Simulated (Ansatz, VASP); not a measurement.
# One calculation of Al3H, two programs

```xyz
4
Lattice="5.3826 0.0000 0.0000 -2.6913 4.6615 0.0000 0.0000 0.0000 2.6808" Properties=species:S:1:pos:R:3 pbc="T T T"
Al    2.6913    0.0000    1.3404
Al   -1.3456    2.3307    1.3404
Al    1.3456    2.3307    1.3404
H     0.0000    0.0000    0.0000
```

Alike in both runs: functional PBE; k mesh 12 × 12 × 16; occupations gaussian, width 0.1 eV; no spin polarisation.

Ansatz relaxed the structure, and its values are those at the end. VASP's run is a single point on that final structure, the one shown.

|  | VASP | Ansatz |
| --- | --- | --- |
| version | VASP 6.6.1 | Ansatz 0.2.0 |
| potentials or method | VASP PAW PBE potentials, release 64 (Al, H), cutoff 520 eV | scalar-relativistic, plane waves, PAW |
| valence electrons in the cell | 10 | 10 |

|  | VASP | Ansatz | Ansatz less VASP |
| --- | --- | --- | --- |
| gap on the k mesh at the Fermi level (eV) | none | none | - |
| pressure (GPa) | 0.0 | 0.0 | +0.03 |

A gap of «none» marks a metal or a gap that the smearing closes.
